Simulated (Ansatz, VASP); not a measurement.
# Ir in VASP and in Ansatz

```
Ir
1.0
     0.00000    1.88971    1.88971
     1.88971    0.00000    1.88971
     1.88971    1.88971    0.00000
Ir
1
Direct
  0.00000 0.00000 0.00000
```

Alike in both runs: task single point; functional HSE06; k mesh 8 × 8 × 8; occupations fermi-dirac, width 0.05 eV; no spin polarisation.

```csv
,VASP,Ansatz
version,VASP 6.6.1,Ansatz 0.2.0
potentials or method,"VASP PAW PBE potentials, release 64 (Ir)",Ansatz PAW
plane-wave cutoff (eV),520,420
valence electrons in the cell,9,17
```

Ansatz gave:

| Quantity | Value |
| --- | --- |
| gap on the k mesh at the Fermi level (eV) | none |
| pressure (GPa) | 17.0 |

Question: What did VASP give for the same quantities?

Answer: gap on the k mesh at the Fermi level (eV): none; pressure (GPa): 20.1.

A gap of «none» marks a metal or a gap that the smearing closes. VASP's potentials hold 9 valence electrons a cell and Ansatz's 17, so a difference there can come from the potentials and not from the codes.

Neither program's run includes spin-orbit coupling.
